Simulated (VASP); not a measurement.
Wanted: the native input for a VASP 6.6.1 run.

```
Task                   : single point
Functional             : PBE
Potentials or basis    : VASP PAW PBE potentials, release 64 (Na_pv, Tl_d, Cl)
Cutoff                 : 520 eV
k mesh                 : 4 × 4 × 4
Occupations            : gaussian, width 0.1 eV
Spin                   : no spin polarisation
Dipole correction      : no
Further INCAR settings : ALGO = Normal; EDIFF = 1e-07; NBANDS = 41
```

The structure of Na3TlCl4 lies in POSCAR:

```
Na3TlCl4
1.0
   -3.0253192000      3.0253192000      5.8910480000
    3.0253192000     -3.0253192000      5.8910480000
    3.0253192000      3.0253192000     -5.8910480000
Na Tl Cl
3 1 4
Direct
    0.0000000000      0.0000000000      0.0000000000
    0.2500000000      0.7500000000      0.5000000000
    0.7500000000      0.2500000000      0.5000000000
    0.5000000000      0.5000000000      0.0000000000
    0.7688200000      0.7688200000      0.0000000000
    0.2311800000      0.2311800000      0.0000000000
    0.0000000000      0.5000000000      0.5000000000
    0.5000000000      0.0000000000      0.5000000000
```

One way to write it, as run:

INCAR

```
SYSTEM = Na3TlCl4
ALGO = Normal
EDIFF = 1E-7
ENCUT = 520
GGA = PE
ISIF = 2
ISMEAR = 0
LASPH = .TRUE.
LCHARG = .FALSE.
LREAL = .FALSE.
LWAVE = .FALSE.
NBANDS = 41
NELM = 60
PREC = Accurate
SIGMA = 0.1
```

KPOINTS

```
k-points
0
G
  4 4 4
  0 0 0
```

Potentials or basis: VASP PAW PBE potentials, release 64 (Na_pv, Tl_d, Cl).

Command:

```sh
$ cat potpaw_PBE.64/Na_pv/POTCAR potpaw_PBE.64/Tl_d/POTCAR potpaw_PBE.64/Cl/POTCAR > POTCAR
$ mpirun -np 1 vasp_std > vasp.out
```

It gave:

```
Pressure               : -0.1 GPa
Band gap on the k mesh : 3.18 eV (least direct gap 3.25 eV)
```

Caveat: spin-orbit coupling is left out, which moves the levels of the heavy elements.

It took 2.1 min on 1 thread of Intel(R) Xeon(R) Platinum 8488C (Sapphire Rapids), with other jobs on the host, peak memory 0.44 GiB.
